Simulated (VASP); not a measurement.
Input of a VASP 6.6.1 run:

Contents of INCAR:

```
SYSTEM = BN
ALGO = Normal
EDIFF = 1E-7
ENCUT = 520
GGA = PE
ISIF = 2
ISMEAR = 0
LASPH = .TRUE.
LCHARG = .FALSE.
LREAL = .FALSE.
LWAVE = .FALSE.
NBANDS = 16
NELM = 100
PREC = Accurate
SIGMA = 0.05
```

The input KPOINTS:

```
k-points
0
G
  12 12 6
  0 0 0
```

File POSCAR:

```
BN
1.0
    2.5539396017      0.0000000000      0.0000000000
   -1.2769698009      2.2117765748      0.0000000000
    0.0000000000      0.0000000000      4.2268550000
B N
2 2
Direct
    0.6666666667      0.3333333333      0.9997240000
    0.3333333333      0.6666666667      0.4997240000
    0.6229947227      0.3013632515      0.6252760000
    0.3333333333      0.6666666667      0.1252760000
```

Potentials or basis: VASP PAW PBE potentials, release 64 (B, N).

Run with:

```sh
$ cat potpaw_PBE.64/B/POTCAR potpaw_PBE.64/N/POTCAR > POTCAR
$ mpirun -np 1 vasp_std > vasp.out
```

Problem. Estimate the pressure.

Solution. 1.6 GPa.

Problem. Predict the largest force.

Solution. 2.249 eV/Å.

Problem. Predict the band gap on the k mesh.

Solution. 4.80 eV, indirect (least direct gap 7.68 eV).

Forces on the atoms (eV/Å):
```
B   -0.326 -0.339 -0.016
B   -1.031 -1.384 -0.225
N    1.383  1.757  0.245
N   -0.026 -0.034 -0.004
```

Caveat: the cell differs from its parent crystal (atom 3 (N) moved by (-0.100, +0.000) A along [1 1 0] and z); forces of over 1 eV/Å act on the atoms, so gaps and moduli don't describe the material at rest. A k mesh can miss the band edges.
